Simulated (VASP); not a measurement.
# SrTe3Pd (I4mm) in VASP: single point with PBE

Aim: the single point of SrTe3Pd with PBE.

Program: VASP 6.6.1. These are calculated values, not measurements. Logs are shortened: lines on timing, memory, paths and dates and some standing lists are left out, and cuts for length are marked.

### 1 The cell of the first run

The structure is tetragonal, space group I4mm (No. 107). The conventional cell has a = 5.028 Å, b = 5.028 Å, c = 11.788 Å, α = 90.00°, β = 90.00°, γ = 90.00°. Sr (site symmetry 4mm) has 13 Te at 3.71 to 4.82 Å and 5 Pd at 3.93 to 4.22 Å and 4 Sr at 5.03 Å within 5.1 Å. Pd (site symmetry 4mm) has 5 Te at 2.75 to 2.79 Å within 3.6 Å. Within 4.0 Å of Te (site symmetry 2mm) lie 2 Pd at 2.79 Å and 6 Te at 3.17 to 3.56 Å and 4 Sr at 3.83 to 3.92 Å. Te (site symmetry 4mm) has 1 Pd at 2.75 Å and 4 Te at 3.17 Å and 4 Sr at 3.71 Å within 3.8 Å.

### 2 Single point, PBE

POSCAR

```
SrTe3Pd
1.0
    0.0000000000      5.0279190000      0.0000000000
    5.0279190000      0.0000000000      0.0000000000
    2.5139590000      2.5139590000     -5.8938960000
Sr Pd Te
1 1 3
Direct
    0.0000000000      0.0000000000      0.0000000000
    0.6420000000      0.6420000000      0.7160000000
    0.7450000000      0.2450000000      0.5100000000
    0.2450000000      0.7450000000      0.5100000000
    0.4090000000      0.4090000000      0.1820000000
```

INCAR.step1

```
SYSTEM = SrTe3Pd
ALGO = Normal ; EDIFF = 1E-6
ENCUT = 520 ; GGA = PE
ISIF = 2 ; ISMEAR = 1
LASPH = .TRUE. ; LCHARG = .TRUE.
LMAXMIX = 4 ; LREAL = .FALSE.
LWAVE = .FALSE. ; NBANDS = 27
NELM = 60 ; PREC = Accurate
SIGMA = 0.0116
```

KPOINTS.step1

```
k-points
0
G
  6 6 6
  0 0 0
```

INCAR.step2

```
SYSTEM = SrTe3Pd
ALGO = Normal ; EDIFF = 1E-6
ENCUT = 520 ; GGA = PE
ICHARG = 11 ; ISIF = 2
ISMEAR = -5 ; LASPH = .TRUE.
LCHARG = .FALSE. ; LMAXMIX = 4
LORBIT = 11 ; LREAL = .FALSE.
LWAVE = .FALSE. ; NBANDS = 27
NEDOS = 1001 ; NELM = 60
PREC = Accurate ; SIGMA = 0.0116
```

KPOINTS.step2

```
k-points
0
G
  9 9 9
  0 0 0
```

Potentials or basis: VASP PAW PBE potentials, release 64 (Sr_sv, Pd, Te).

On the command line:

```console
$ cat potpaw_PBE.64/Sr_sv/POTCAR potpaw_PBE.64/Pd/POTCAR potpaw_PBE.64/Te/POTCAR > POTCAR
$ cp INCAR.step1 INCAR
$ cp KPOINTS.step1 KPOINTS
$ mpirun -np 1 vasp_std > vasp.out
$ cp INCAR.step2 INCAR
$ cp KPOINTS.step2 KPOINTS
$ mpirun -np 1 vasp_std > vasp.out
```

OUTCAR:

```text
SYSTEM = SrTe3Pd
   EDIFF = 1E-6
   ENCUT = 520
   GGA = PE
   ICHARG = 11
   ISIF = 2
   ISMEAR = -5
   LASPH = .TRUE.
   LORBIT = 11
   LREAL = .FALSE.
   NELM = 60
   PREC = Accurate

 ion  position               nearest neighbor table
   1  0.000  0.000  0.000-   5 3.71   5 3.71   5 3.71   5 3.71   3 3.83   4 3.83   3 3.83   4 3.83
                             3 3.92   4 3.92   3 3.92   4 3.92   2 3.93   2 3.93   2 3.93   2 3.93
   2  0.642  0.642  0.716-   5 2.75   4 2.79   3 2.79   3 2.79   4 2.79   1 3.93   1 3.93   1 3.93
                             1 3.93   1 4.22
   3  0.745  0.245  0.510-   2 2.79   2 2.79   5 3.17   5 3.17   4 3.56   4 3.56   4 3.56   4 3.56
                             1 3.83   1 3.83   1 3.92   1 3.92
   4  0.245  0.745  0.510-   2 2.79   2 2.79   5 3.17   5 3.17   3 3.56   3 3.56   3 3.56   3 3.56
                             1 3.83   1 3.83   1 3.92   1 3.92
   5  0.409  0.409  0.182-   2 2.75   3 3.17   4 3.17   4 3.17   3 3.17   1 3.71   1 3.71   1 3.71
                             1 3.71

  LATTYP: Found a body centered tetragonal cell.
 ALAT       =     5.0279190000
 C/A-ratio  =     2.3444673631

  Lattice vectors:

 A1 = (  -2.5139590000,   2.5139600000,   5.8938960000)
 A2 = (   2.5139600000,  -2.5139590000,   5.8938960000)
 A3 = (   2.5139590000,   2.5139590000,  -5.8938960000)

Analysis of symmetry for initial positions (statically):
=====================================================================
 Subroutine PRICEL returns:
 Original cell was already a primitive cell.

 Routine SETGRP: Setting up the symmetry group for a
 body centered tetragonal supercell.

 Subroutine GETGRP returns: Found  8 space group operations
 (whereof  8 operations were pure point group operations)
 out of a pool of 16 trial point group operations.

The static configuration has the point symmetry C_4v.

Analysis of symmetry for dynamics (positions and initial velocities):
=====================================================================
 Subroutine PRICEL returns:
 Original cell was already a primitive cell.

 Routine SETGRP: Setting up the symmetry group for a
 body centered tetragonal supercell.

 Subroutine GETGRP returns: Found  8 space group operations
 (whereof  8 operations were pure point group operations)
 out of a pool of 16 trial point group operations.

The dynamic configuration has the point symmetry C_4v.

 Subroutine INISYM returns: Found  8 space group operations
 (whereof  8 operations are pure point group operations),
 and found     1 'primitive' translations

----------------------------------------------------------------------------------------

                                     Primitive cell

  volume of cell :     148.9975

  direct lattice vectors                    reciprocal lattice vectors
     0.000000000  5.027919000  0.000000000     0.000000000  0.198889441  0.084833513
     5.027919000  0.000000000  0.000000000     0.198889441  0.000000000  0.084833513
     2.513959000  2.513959000 -5.893896000     0.000000000  0.000000000 -0.169667059

  length of vectors
     5.027919000  5.027919000  6.883167132     0.216226119  0.216226119  0.169667059

  position of ions in fractional coordinates (direct lattice)
     0.000000000  0.000000000  0.000000000
     0.642000000  0.642000000  0.716000000
     0.745000000  0.245000000  0.510000000
     0.245000000  0.745000000  0.510000000
     0.409000000  0.409000000  0.182000000

  ion indices of the primitive-cell ions
   primitive index   ion index
                 1           1
                 2           2
                 3           3
                 4           4
                 5           5

----------------------------------------------------------------------------------------

 KPOINTS: k-points

Automatic generation of k-mesh.
 Grid dimensions read from file:
 generate k-points for:    9    9    9

 Generating k-lattice:

  Cartesian coordinates                     Fractional coordinates (reciprocal lattice)
     0.000000000  0.022098827  0.009425946     0.111111111  0.000000000  0.000000000
     0.022098827  0.000000000  0.009425946     0.000000000  0.111111111  0.000000000
     0.000000000  0.000000000 -0.018851895     0.000000000  0.000000000  0.111111111

  Length of vectors
     0.024025124  0.024025124  0.018851895

  Shift w.r.t. Gamma in fractional coordinates (k-lattice)
     0.000000000  0.000000000  0.000000000

 TETIRR: Found   2011 inequivalent tetrahedra from     4374

 Subroutine IBZKPT returns following result:
 ===========================================

 Found     75 irreducible k-points:

 Following reciprocal coordinates:
            Coordinates               Weight
  0.000000  0.000000  0.000000      1.000000
  0.111111  0.000000  0.000000      8.000000
  0.222222  0.000000 -0.000000      8.000000
  0.333333  0.000000 -0.000000      8.000000
  0.444444  0.000000 -0.000000      8.000000
  0.111111  0.111111  0.000000      8.000000
[... 16 lines left out ...]
 -0.333333  0.333333  0.000000      4.000000
  0.444444  0.444444 -0.000000      8.000000
 [... further k-points ...]
   k-points           NKPTS =     75   k-points in BZ     NKDIM =     75   number of bands    NBANDS=     27
   number of dos      NEDOS =   1001   number of ions     NIONS =      5
   total plane-waves  NPLWV =  86400
   dimension x,y,z NGX =    40 NGY =   40 NGZ =   54
   dimension x,y,z NGXF=    80 NGYF=   80 NGZF=  108
   ions per type =               1   1   3
   NGX,Y,Z   is equivalent  to a cutoff of  13.23, 13.23, 13.04 a.u.
   NGXF,Y,Z  is equivalent  to a cutoff of  26.45, 26.45, 26.08 a.u.
 SYSTEM =  SrTe3Pd
   PREC   = accura    normal or accurate (medium, high low for compatibility)
   ISTART =      0    job   : 0-new  1-cont  2-samecut
   ICHARG =     11    charge: 1-file 2-atom 10-const
   ISPIN  =      1    spin polarized calculation?
   LNONCOLLINEAR =      F non collinear calculations
   LSORBIT =      F    spin-orbit coupling
   LASPH  =      T    aspherical Exc in radial PAW
   ENCUT  =  520.0 eV  38.22 Ry    6.18 a.u.   9.35  9.35 12.80*2*pi/ulx,y,z
   NELM   =     60;   NELMIN=  2; NELMDL=  0     # of ELM steps
   EDIFF  = 0.1E-05   stopping-criterion for ELM
   LREAL  =      F    real-space projection
   EDIFFG = 0.1E-04   stopping-criterion for IOM
   NSW    =      0    number of steps for IOM
[... 5 lines left out ...]
   TEBEG  =    0.0;   TEEND  =   0.0 temperature during run
   PSTRESS=    0.0 pullay stress
   NELECT =      38.0000    total number of electrons
   NUPDOWN=      -1.0000    fix difference up-down
   EMIN   =  10.00;   EMAX   =-10.00  energy-range for DOS
   EFERMI =   0.00;   METHOD = LEGACY
   ISMEAR =    -5;   SIGMA  =   0.01  broadening in eV -4-tet -1-fermi 0-gaus
   EFERMI_NEDOS =   21; number of points for ismear=-14 and -15
   IALGO  =     38    algorithm
   IMIX   =      4    mixing-type and parameters
     AMIX     =   0.40;   BMIX     =  1.00
     AMIX_MAG =   1.60;   BMIX_MAG =  1.00
  volume/ion in A,a.u.               =      29.80       201.10
  Fermi-wavevector in a.u.,A,eV,Ry     =   1.038189  1.961892 14.664850  1.077836
  Thomas-Fermi vector in A             =   2.172662
   LORBIT       =     11    0 simple, 1 ext, 2 COOP (PROOUT), +10 PAW based schemes
   GGA     = PE    functional components
   LHFCALC =     F    Hartree Fock is set to
   AEXX    =    0.0000 exact exchange contribution
   IVDW    =     0    specifies the selected vdW correction
   LEPSILON=     F    determine dielectric tensor
   LRPA    =     F    only Hartree local field effects (RPA)
 non-spin polarized calculation
 Fermi weights with tetrahedron method with Bloechl corrections
  energy-cutoff  :      520.00
  volume of cell :      149.00
 maximum number of plane-waves:      4045
 NGX is ok and might be reduce to    40

 number of electron      37.9999999 magnetization

 Free energy of the ion-electron system (eV)
  ---------------------------------------------------
  ext. energy  EPLUGINS =         0.00000000
  ---------------------------------------------------
  free energy    TOTEN  =       -18.37744062 eV

  energy without entropy =      -18.37744062  energy(sigma->0) =      -18.37744062

 E-fermi :   6.2091     XC(G=0):  -9.5237

 val. band max:        6.2412721308   @ k =  -0.2222  -0.4444   0.1111
 cond. band min:       6.1419364069   @ k =  -0.1111  -0.1111   0.1111
 fundamental gap:     -0.0993357238
 Fermi energy:         6.2090822874

 k-point     1 :       0.0000    0.0000    0.0000
  band No.  band energies     occupation
      1     -30.2820      2.00000
      2     -12.2484      2.00000
      3     -12.2304      2.00000
      4     -12.2304      2.00000
      5      -6.9779      2.00000
      6      -4.2876      2.00000
[... 19 lines left out ...]
     26       9.9948      0.00000
     27      10.0628      0.00000

 k-point     2 :       0.1111    0.0000    0.0000
  band No.  band energies     occupation
      1     -30.2819      2.00000
      2     -12.2484      2.00000
      3     -12.2334      2.00000
      4     -12.2301      2.00000
      5      -6.9169      2.00000
      6      -4.3831      2.00000
[... 19 lines left out ...]
     26       9.9210      0.00000
     27      10.0455      0.00000

 k-point     3 :       0.2222    0.0000   -0.0000
  band No.  band energies     occupation
      1     -30.2818      2.00000
      2     -12.2482      2.00000
      3     -12.2409      2.00000
      4     -12.2294      2.00000
      5      -6.7406      2.00000
      6      -4.6655      2.00000
[... 594 lines left out ...]
      1     -30.2813      2.00000
      2     -12.2472      2.00000
      3     -12.2444      2.00000
      4     -12.2440      2.00000
      5      -6.0632      2.00000
      6      -5.0739      2.00000
[... 19 lines left out ...]
     26       9.9357      0.00000
     27      10.4127      0.00000

 k-point    24 :       0.4444    0.4444   -0.0000
  band No.  band energies     occupation
      1     -30.2811      2.00000
      2     -12.2497      2.00000
      3     -12.2483      2.00000
      4     -12.2438      2.00000
      5      -5.4787      2.00000
      6      -5.2448      2.00000
[... 19 lines left out ...]
     26      10.4155      0.00000
     27      10.6502      0.00000

 [... further k-points ...]

------------------------ aborting loop because EDIFF is reached ----------------------------------------

  FORCE on cell =-STRESS in cart. coord.  units (eV):
  Direction    XX          YY          ZZ          XY          YZ          ZX
  --------------------------------------------------------------------------------------
  -------------------------------------------------------------------------------------
  Total        1.1000428      1.1000428     -0.0984246     -0.0000000     -0.0000000     -0.0000000
  in kB       11.8288128     11.8288128     -1.0583640     -0.0000000     -0.0000001     -0.0000001
  external PRESSURE =       7.5330872 kB  Pullay stress =       0.0000000 kB

 VOLUME and BASIS-vectors are now :
 -----------------------------------------------------------------------------
  energy-cutoff  :      520.00
  volume of cell :      149.00
      direct lattice vectors                 reciprocal lattice vectors
     0.000000000  5.027919000  0.000000000     0.000000000  0.198889441  0.084833513
     5.027919000  0.000000000  0.000000000     0.198889441  0.000000000  0.084833513
     2.513959000  2.513959000 -5.893896000     0.000000000  0.000000000 -0.169667059

 POSITION                                       TOTAL-FORCE (eV/Angst)
 -----------------------------------------------------------------------------------
      0.00000      0.00000      0.00000         0.000000      0.000000      0.180757
      5.02792      5.02792     -4.22003         0.000000      0.000000      0.008297
      2.51396      5.02792     -3.00589        -0.000000     -0.000000     -0.985698
      5.02792      2.51396     -3.00589        -0.000000     -0.000000     -0.985698
      2.51396      2.51396     -1.07269         0.000000      0.000000      1.782343
 -----------------------------------------------------------------------------------
    total drift:                               -0.000006     -0.000006     -0.000791

  FREE ENERGIE OF THE ION-ELECTRON SYSTEM (eV)
  ---------------------------------------------------
  free  energy   TOTEN  =       -18.3774406219 eV

  energy  without entropy=      -18.3774406219  energy(sigma->0) =      -18.37744062

 total charge

# of ion       s       p       d       tot
------------------------------------------
    1        2.004   5.743   0.144   7.891
    2        0.400   0.407   8.564   9.371
    3        1.425   1.828   0.053   3.306
    4        1.425   1.828   0.053   3.306
    5        1.428   1.884   0.047   3.359
--------------------------------------------------
tot          6.683  11.691   8.860  27.234
```

Wall time 2.8 min (1 thread of Intel Xeon 6975P-C (Granite Rapids), shared host); peak memory 0.49 GiB.

What came out:

```yaml
Valence_electrons_inside_the_program's_atomic_spheres: Sr 7.89; Pd 9.37; Te 3.31, 3.36 (each value once)
```

Levels at points of the mesh, in eV from the Fermi level:
```tsv
k point	band 16	band 17	band 18	band 19	band 20	band 21	band 22	band 23
(0.00, 0.00, 0.00)	-1.78	-1.78	-0.77	-0.71	0.63	0.63	1.94	2.46
```

Caveat: spin-orbit coupling is left out, which moves the levels of the heavy elements.
